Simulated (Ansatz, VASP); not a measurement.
**One calculation of InSi2B3, two programs**

```
In Si B
1.0
     3.72478    0.00000    0.00000
    -1.86239    3.22575    0.00000
     0.00000    0.00000    6.66685
In Si B
1 2 3
Cartesian
  0.0000 0.0000 0.0000
  1.8624 1.0753 4.5649
  0.0000 2.1505 2.1019
  1.8624 1.0753 2.3741
  0.0000 2.1505 4.2928
  0.0000 0.0000 3.3334
```

Change from the starting cell: species swapped into the Ba2H3I type (P-3m1, No. 164).

Alike in both runs: task single point; functional PBE; k mesh 6 × 6 × 4; occupations gaussian, width 0.1 eV; no spin polarisation.

|  | VASP | Ansatz |
| --- | --- | --- |
| version | VASP 6.6.1 | Ansatz 0.2.0 |
| potentials or method | VASP PAW PBE potentials, release 64 (In_d, Si, B), cutoff 520 eV | scalar-relativistic, plane waves, PAW |
| valence electrons in the cell | 30 | 30 |

Ansatz gave:

```
gap on the k mesh at the Fermi level (eV)                     : none
pressure (GPa)                                                : -3.6
traceless stress, the component that is largest in VASP (GPa) : 8.82
rms of the force components (eV/Å)                            : 0.205
```

Question: What did VASP give for the same quantities?

Answer: gap on the k mesh at the Fermi level (eV): none; pressure (GPa): -3.6; traceless stress, the component that is largest in VASP (GPa): 8.83; rms of the force components (eV/Å): 0.205.

Atom by atom the forces differ by 0.001 eV/Å (rms over components). A gap of «none» marks a metal or a gap that the smearing closes. With one functional, cell and mesh, what is left measures potentials, basis and numerics.
